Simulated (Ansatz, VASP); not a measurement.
Two plane-wave programs on Sb

POSCAR

```
Sb
1.0
    3.3545324186      0.0000000000      0.0000000000
   -1.6772662093      2.9051102923      0.0000000000
    0.0000000000      0.0000000000      5.4701606500
Sb
2
Direct
    0.6666666667      0.3333333333      0.7500000000
    0.3333333333      0.6666666667      0.2500000000
```

INCAR.step1

```
SYSTEM = Sb
PREC     = Accurate       ! precision mode
ENCUT    = 520            ! plane-wave cutoff, eV
EDIFF    = 1E-5           ! SCF threshold, eV
ISMEAR   = -1             ! smearing method
SIGMA    = 0.05           ! smearing width, eV
LREAL    = .FALSE.        ! projectors in reciprocal space
LASPH    = .TRUE.         ! aspherical terms in the spheres
NELM     = 100            ! most SCF steps
ALGO     = Normal         ! electronic algorithm
ISIF     = 2              ! what is computed and relaxed
LWAVE    = .TRUE.         ! write WAVECAR
LCHARG   = .FALSE.        ! write CHGCAR
GGA      = PE             ! functional
NBANDS   = 12             ! bands
```

The input INCAR.step2:

```
SYSTEM = Sb
PREC     = Accurate       ! precision mode
ENCUT    = 520            ! plane-wave cutoff, eV
EDIFF    = 1E-7           ! SCF threshold, eV
ISMEAR   = -1             ! smearing method
SIGMA    = 0.05           ! smearing width, eV
LREAL    = .FALSE.        ! projectors in reciprocal space
LASPH    = .TRUE.         ! aspherical terms in the spheres
NELM     = 100            ! most SCF steps
ALGO     = Normal         ! electronic algorithm
ISIF     = 2              ! what is computed and relaxed
LWAVE    = .FALSE.        ! write WAVECAR
LCHARG   = .FALSE.        ! write CHGCAR
GGA      = PS             ! functional
LHFCALC  = .TRUE.         ! exact exchange
AEXX     = 0.25           ! exact-exchange fraction
PRECFOCK = Normal       
ISTART   = 1            
NBANDS   = 12             ! bands
```

KPOINTS

```
regular mesh
0
G
  5 5 3
  0 0 0
```

Contents of input:

```
crystal:
  lattice:
    - [3.3545324186, 0.0, 0.0]
    - [-1.6772662093, 2.9051102923, 0.0]
    - [0.0, 0.0, 5.47016065]
  atoms:
    - { symbol: Sb, position: [0.6666666667, 0.3333333333, 0.75] }
    - { symbol: Sb, position: [0.3333333333, 0.6666666667, 0.25] }
hamiltonian:
  xc: { exchange: pbesol, correlation: pbesol, exx: { coeff: 0.25 } }
  pseudopotentials: { kind: paw }
kpoints:
  mp_grid: { grid: [5, 5, 3] }
scf:
  occupations: { method: fermi_dirac, width: 0.05 }
output:
  forces: true
  stress: true
  eigenvalues: true
```

Alike in both runs: task single point; functional PBEsol-based global hybrid; k mesh 5 × 5 × 3; occupations fermi-dirac, width 0.05 eV; no spin polarisation.

|  | VASP | Ansatz |
| --- | --- | --- |
| version | VASP 6.6.1 | Ansatz 0.2.0 |
| potentials or method | VASP PAW PBE potentials, release 64 (Sb) | Ansatz PAW |
| plane-wave cutoff (eV) | 520 | 420 |
| valence electrons in the cell | 10 | 30 |

|  | VASP | Ansatz | Ansatz less VASP |
| --- | --- | --- | --- |
| gap on the k mesh at the Fermi level (eV) | none | none | - |
| pressure (GPa) | -5.2 | -4.1 | +1.14 |
| traceless stress, the component that is largest in VASP (GPa) | 3.87 | 3.92 | +0.045 |

VASP's potentials were made for PBE, not for PBEsol-based global hybrid. A gap of «none» marks a metal or a gap that the smearing closes. The functional is the same, so the differences come from potentials, cutoffs and numerics. VASP's potentials hold 10 valence electrons a cell and Ansatz's 30, so a difference there can come from the potentials and not from the codes.

The k mesh is coarse, so the values compare programs but aren't converged. Neither program's run includes spin-orbit coupling.
